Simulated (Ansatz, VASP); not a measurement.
# Two plane-wave programs on Ba3HfO

```
Ba Hf O
1.0
     7.55339    0.00000    0.00000
     0.00000    7.55339    0.00000
     0.00000    0.00000    3.97289
Ba Hf O
3 1 1
Direct
  0.00000 0.50000 0.00000
  0.50000 0.00000 0.00000
  0.50000 0.50000 0.00000
  0.00000 0.00000 0.00000
  0.00000 0.00000 0.50000
```

Alike in both runs: functional PBE; k mesh 6 × 6 × 10; occupations gaussian, width 0.1 eV; no spin polarisation.

Ansatz relaxed the structure, and its values are those at the end. VASP's run is a single point on that final structure, the one shown.

|  | VASP | Ansatz |
| --- | --- | --- |
| version | VASP 6.6.1 | Ansatz 0.2.0 |
| potentials or method | VASP PAW PBE potentials, release 64 (Ba_sv, Hf_pv, O), cutoff 520 eV | scalar-relativistic, plane waves, PAW |
| valence electrons in the cell | 46 | 62 |

```csv
,VASP,Ansatz,Ansatz less VASP
gap on the k mesh at the Fermi level (eV),none,none,-
pressure (GPa),0.0,0.0,+0.03
```

A gap of «none» marks a metal or a gap that the smearing closes. VASP's potentials hold 46 valence electrons a cell and Ansatz's 62, so a difference there can come from the potentials and not from the codes.

Spin-orbit coupling is off throughout.
